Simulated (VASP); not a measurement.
# BeAs2C (P-4m2) in VASP: settings compared

Aim: see how the results for BeAs2C move with the level of theory and the settings. Levels: LDA, r2SCAN, PBE. Tasks: single point.

All numbers are computed with VASP 6.6.1; they aren't measurements. Logs are shortened: lines on timing, memory, paths and dates and some standing lists are left out, and cuts for length are marked.

**1. The cell of the first run**

It takes space group P-4m2 (No. 115, tetragonal). Conventional cell: a = 3.425 Å, b = 3.425 Å, c = 4.897 Å, α = 90.00°, β = 90.00°, γ = 90.00°. Within 2.8 Å of Be (site symmetry -4m2) lie 4 As at 2.14 Å. Within 2.7 Å of As (site symmetry 2mm) lie 2 C at 2.08 Å and 2 Be at 2.14 Å. Within 2.7 Å of C (site symmetry -4m2) lie 4 As at 2.08 Å.

**2. Single point, LDA**

The input, INCAR:

```
PREC = Accurate
ENCUT = 600
EDIFF = 1E-6
ISMEAR = -1
SIGMA = 0.02
LREAL = False
LASPH = True
NELM = 120
ALGO = Normal
ISIF = 2
LWAVE = False
LCHARG = True
GGA = CA
LELF = True
LVHAR = True
NBANDS = 16
GGA_COMPAT = False
```

The input, KPOINTS:

```
regular mesh
0
Gamma
  4 4 4
```

The input, POSCAR:

```
BeAs2C
1.0
    3.4247097982      0.0000000000      0.0000000000
    0.0000000000      3.4247097982      0.0000000000
    0.0000000000      0.0000000000      4.8968630612
Be As C
1 2 1
Direct
    0.0000000000      0.0000000000      0.0000000000
    0.0000000000      0.5000000000      0.2605674643
    0.5000000000      0.0000000000      0.7394325357
    0.5000000000      0.5000000000      0.5000000000
```

Potentials or basis: VASP PAW LDA potentials, release 64 (Be, As, C).

Run with:

```
$ cat potpaw_LDA.64/Be/POTCAR potpaw_LDA.64/As/POTCAR potpaw_LDA.64/C/POTCAR > POTCAR
$ mpirun -np 1 vasp_std > vasp.out
```

OUTCAR:

```text
PREC = Accurate
   ENCUT = 600
   EDIFF = 1E-6
   ISMEAR = -1
   LREAL = False
   LASPH = True
   NELM = 120
   ISIF = 2
   GGA = CA

 ion  position               nearest neighbor table
   1  0.000  0.000  0.000-   2 2.14   3 2.14   2 2.14   3 2.14
   2  0.000  0.500  0.261-   4 2.08   4 2.08   1 2.14   1 2.14
   3  0.500  0.000  0.739-   4 2.08   4 2.08   1 2.14   1 2.14
   4  0.500  0.500  0.500-   2 2.08   3 2.08   3 2.08   2 2.08

  LATTYP: Found a simple tetragonal cell.
 ALAT       =     3.4247097982
 C/A-ratio  =     1.4298621926

  Lattice vectors:

 A1 = (   3.4247097982,   0.0000000000,   0.0000000000)
 A2 = (   0.0000000000,   3.4247097982,   0.0000000000)
 A3 = (   0.0000000000,   0.0000000000,   4.8968630612)

Analysis of symmetry for initial positions (statically):
=====================================================================
 Subroutine PRICEL returns:
 Original cell was already a primitive cell.

 Routine SETGRP: Setting up the symmetry group for a
 simple tetragonal supercell.

 Subroutine GETGRP returns: Found  8 space group operations
 (whereof  8 operations were pure point group operations)
 out of a pool of 16 trial point group operations.

The static configuration has the point symmetry D_2d.

Analysis of symmetry for dynamics (positions and initial velocities):
=====================================================================
 Subroutine PRICEL returns:
 Original cell was already a primitive cell.

 Routine SETGRP: Setting up the symmetry group for a
 simple tetragonal supercell.

 Subroutine GETGRP returns: Found  8 space group operations
 (whereof  8 operations were pure point group operations)
 out of a pool of 16 trial point group operations.

The dynamic configuration has the point symmetry D_2d.

 Subroutine INISYM returns: Found  8 space group operations
 (whereof  8 operations are pure point group operations),
 and found     1 'primitive' translations

----------------------------------------------------------------------------------------

                                     Primitive cell

  volume of cell :      57.4335

  direct lattice vectors                    reciprocal lattice vectors
     3.424709798  0.000000000  0.000000000     0.291995544  0.000000000  0.000000000
     0.000000000  3.424709798  0.000000000     0.000000000  0.291995544  0.000000000
     0.000000000  0.000000000  4.896863061     0.000000000  0.000000000  0.204212368

  length of vectors
     3.424709798  3.424709798  4.896863061     0.291995544  0.291995544  0.204212368

  position of ions in fractional coordinates (direct lattice)
     0.000000000  0.000000000  0.000000000
     0.000000000  0.500000000  0.260567464
     0.500000000  0.000000000  0.739432536
     0.500000000  0.500000000  0.500000000

  ion indices of the primitive-cell ions
   primitive index   ion index
                 1           1
                 2           2
                 3           3
                 4           4

----------------------------------------------------------------------------------------

 KPOINTS: regular mesh

Automatic generation of k-mesh.
 Grid dimensions read from file:
 generate k-points for:    4    4    4

 Generating k-lattice:

  Cartesian coordinates                     Fractional coordinates (reciprocal lattice)
     0.072998886  0.000000000  0.000000000     0.250000000  0.000000000  0.000000000
     0.000000000  0.072998886  0.000000000     0.000000000  0.250000000  0.000000000
     0.000000000  0.000000000  0.051053092     0.000000000  0.000000000  0.250000000

  Length of vectors
     0.072998886  0.072998886  0.051053092

  Shift w.r.t. Gamma in fractional coordinates (k-lattice)
     0.000000000  0.000000000  0.000000000

 Subroutine IBZKPT returns following result:
 ===========================================

 Found     18 irreducible k-points:

 Following reciprocal coordinates:
            Coordinates               Weight
  0.000000  0.000000  0.000000      1.000000
  0.250000  0.000000  0.000000      4.000000
  0.500000  0.000000  0.000000      2.000000
  0.250000  0.250000  0.000000      4.000000
  0.500000  0.250000  0.000000      4.000000
  0.500000  0.500000  0.000000      1.000000
[... 10 lines left out ...]
  0.500000  0.250000  0.500000      4.000000
  0.500000  0.500000  0.500000      1.000000
   k-points           NKPTS =     18   k-points in BZ     NKDIM =     18   number of bands    NBANDS=     16
   number of dos      NEDOS =    301   number of ions     NIONS =      4
   total plane-waves  NPLWV =  31360
   dimension x,y,z NGX =    28 NGY =   28 NGZ =   40
   dimension x,y,z NGXF=    56 NGYF=   56 NGZF=   80
   ions per type =               1   2   1
   NGX,Y,Z   is equivalent  to a cutoff of  13.59, 13.59, 13.58 a.u.
   NGXF,Y,Z  is equivalent  to a cutoff of  27.18, 27.18, 27.16 a.u.
 SYSTEM =  unknown system
   PREC   = accura    normal or accurate (medium, high low for compatibility)
   ISTART =      0    job   : 0-new  1-cont  2-samecut
   ICHARG =      2    charge: 1-file 2-atom 10-const
   ISPIN  =      1    spin polarized calculation?
   LNONCOLLINEAR =      F non collinear calculations
   LSORBIT =      F    spin-orbit coupling
   LASPH  =      T    aspherical Exc in radial PAW
   ENCUT  =  600.0 eV  44.10 Ry    6.64 a.u.   6.84  6.84  9.78*2*pi/ulx,y,z
   NELM   =    120;   NELMIN=  2; NELMDL= -5     # of ELM steps
   EDIFF  = 0.1E-05   stopping-criterion for ELM
   LREAL  =      F    real-space projection
   EDIFFG = 0.1E-04   stopping-criterion for IOM
   NSW    =      0    number of steps for IOM
   IBRION =     -1    ionic relax: 0-MD 1-quasi-New 2-CG
   NFREE  =      0    steps in history (QN), initial steepest desc. (CG)
   ISIF   =      2    stress and relaxation
   ISYM   =      2    0-nonsym 1-usesym 2-fastsym
   POTIM  = 0.5000    time-step for ionic-motion
   TEBEG  =    0.0;   TEEND  =   0.0 temperature during run
   PSTRESS=    0.0 pullay stress
   NELECT =      16.0000    total number of electrons
   NUPDOWN=      -1.0000    fix difference up-down
   EMIN   =  10.00;   EMAX   =-10.00  energy-range for DOS
   EFERMI =   0.00;   METHOD = LEGACY
   ISMEAR =    -1;   SIGMA  =   0.02  broadening in eV -4-tet -1-fermi 0-gaus
   EFERMI_NEDOS =   21; number of points for ismear=-14 and -15
   IALGO  =     38    algorithm
   IMIX   =      4    mixing-type and parameters
     AMIX     =   0.40;   BMIX     =  1.00
     AMIX_MAG =   1.60;   BMIX_MAG =  1.00
  volume/ion in A,a.u.               =      14.36        96.90
  Fermi-wavevector in a.u.,A,eV,Ry     =   1.069202  2.020498 15.554076  1.143192
  Thomas-Fermi vector in A             =   2.204874
   LORBIT       =      0    0 simple, 1 ext, 2 COOP (PROOUT), +10 PAW based schemes
   GGA     = CA    functional components
   LHFCALC =     F    Hartree Fock is set to
   AEXX    =    0.0000 exact exchange contribution
   IVDW    =     0    specifies the selected vdW correction
   LEPSILON=     F    determine dielectric tensor
   LRPA    =     F    only Hartree local field effects (RPA)
 non-spin polarized calculation
  energy-cutoff  :      600.00
  volume of cell :       57.43
 maximum number of plane-waves:      1936
 NGX is ok and might be reduce to    28
   NGX = 13   NGY = 13   NGZ = 19

 number of electron      15.9999999 magnetization

 Free energy of the ion-electron system (eV)
  ---------------------------------------------------
  ext. energy  EPLUGINS =         0.00000000
  ---------------------------------------------------
  free energy    TOTEN  =       -23.17757020 eV

  energy without entropy =      -23.17560556  energy(sigma->0) =      -23.17658788

 E-fermi :   5.7996     XC(G=0): -10.4805

 val. band max:        5.7523998909   @ k =   0.0000   0.0000   0.2500
 cond. band min:       5.8182365645   @ k =   0.2500   0.0000   0.0000
 fundamental gap:      0.0658366737
 Fermi energy:         5.7996071540

 k-point     1 :       0.0000    0.0000    0.0000
  band No.  band energies     occupation
      1      -9.9644      2.00000
      2      -5.4607      2.00000
      3      -2.7562      2.00000
      4       1.1853      2.00000
      5       1.1853      2.00000
      6       4.9697      2.00000
[... 8 lines left out ...]
     15      14.8679      0.00000
     16      16.4955      0.00000

 k-point     2 :       0.2500    0.0000    0.0000
  band No.  band energies     occupation
      1      -9.3687      2.00000
      2      -5.5028      2.00000
      3      -2.7827      2.00000
      4      -0.2907      2.00000
      5       1.5866      2.00000
      6       3.0640      2.00000
[... 8 lines left out ...]
     15      14.9478      0.00000
     16      15.5009      0.00000

 k-point     3 :       0.5000    0.0000    0.0000
  band No.  band energies     occupation
      1      -8.2920      2.00000
      2      -6.4470      2.00000
      3      -2.6472      2.00000
      4       0.6573      2.00000
      5       0.6827      2.00000
      6       1.2713      2.00000
[... 8 lines left out ...]
     15      13.2900      0.00000
     16      14.9100      0.00000

 k-point     4 :       0.2500    0.2500    0.0000
  band No.  band energies     occupation
      1      -8.7638      2.00000
      2      -5.3219      2.00000
      3      -3.1369      2.00000
      4       0.1399      2.00000
      5       0.2108      2.00000
      6       2.7055      2.00000
[... 8 lines left out ...]
     15      12.5263      0.00000
     16      14.3907      0.00000
[... 210 lines left out ...]
 k-point    16 :       0.2500    0.2500    0.5000
  band No.  band energies     occupation
      1      -8.4050      2.00000
      2      -6.2098      2.00000
      3      -2.6038      2.00000
      4      -0.6072      2.00000
      5       1.0225      2.00000
      6       1.5010      2.00000
[... 8 lines left out ...]
     15      14.3157      0.00000
     16      15.1434      0.00000

 k-point    17 :       0.5000    0.2500    0.5000
  band No.  band energies     occupation
      1      -7.4287      2.00000
      2      -5.8500      2.00000
      3      -3.9400      2.00000
      4      -0.8073      2.00000
      5      -0.0786      2.00000
      6       2.3265      2.00000
[... 8 lines left out ...]
     15      14.4102      0.00000
     16      15.4620      0.00000

 k-point    18 :       0.5000    0.5000    0.5000
  band No.  band energies     occupation
      1      -5.8762      2.00000
      2      -5.3481      2.00000
      3      -5.3481      2.00000
      4      -0.3096      2.00000
      5       0.7359      2.00000
      6       0.7359      2.00000
[... 8 lines left out ...]
     15      12.4450      0.00000
     16      14.7833      0.00000

------------------------ aborting loop because EDIFF is reached ----------------------------------------

  FORCE on cell =-STRESS in cart. coord.  units (eV):
  Direction    XX          YY          ZZ          XY          YZ          ZX
  --------------------------------------------------------------------------------------
  -------------------------------------------------------------------------------------
  Total       -0.9309090     -0.9309090     -1.4152525      0.0000000      0.0000000      0.0000000
  in kB      -25.9688256    -25.9688256    -39.4801690      0.0000000      0.0000000      0.0000000
  external PRESSURE =     -30.4726067 kB  Pullay stress =       0.0000000 kB

 VOLUME and BASIS-vectors are now :
 -----------------------------------------------------------------------------
  energy-cutoff  :      600.00
  volume of cell :       57.43
      direct lattice vectors                 reciprocal lattice vectors
     3.424709798  0.000000000  0.000000000     0.291995544  0.000000000  0.000000000
     0.000000000  3.424709798  0.000000000     0.000000000  0.291995544  0.000000000
     0.000000000  0.000000000  4.896863061     0.000000000  0.000000000  0.204212368

 POSITION                                       TOTAL-FORCE (eV/Angst)
 -----------------------------------------------------------------------------------
      0.00000      0.00000      0.00000         0.000000     -0.000000      0.000000
      0.00000      1.71235      1.27596         0.000000     -0.000000      0.191752
      1.71235      0.00000      3.62090         0.000000     -0.000000     -0.191752
      1.71235      1.71235      2.44843        -0.000000      0.000000      0.000000
 -----------------------------------------------------------------------------------
    total drift:                                0.000000      0.000000      0.000000

  FREE ENERGIE OF THE ION-ELECTRON SYSTEM (eV)
  ---------------------------------------------------
  free  energy   TOTEN  =       -23.1775701971 eV

  energy  without entropy=      -23.1756055599  energy(sigma->0) =      -23.17658788
```

Run time: 18 s. Hardware: 1 thread of Intel Xeon 8259CL, shared host; peak memory 0.16 GiB.

What came out:

```
Free energy            : -23.1776 eV
Pressure               : -3.0 GPa
Largest force          : 0.192 eV/Å
Band gap on the k mesh : zero (bands 8 and 9 overlap by 0.63 eV)
```

Forces on the atoms (eV/Å):
```
Be   0.000  0.000  0.000
As   0.000  0.000  0.192
As   0.000  0.000 -0.192
C    0.000  0.000  0.000
```

Caveat: the k points lie up to 0.46 Å⁻¹ apart, too coarse for converged energies and pressures of a metal.

(Part 1 of 2 ends here.)

The gap in the log of VASP goes by the Fermi energy; the results here count the filled bands.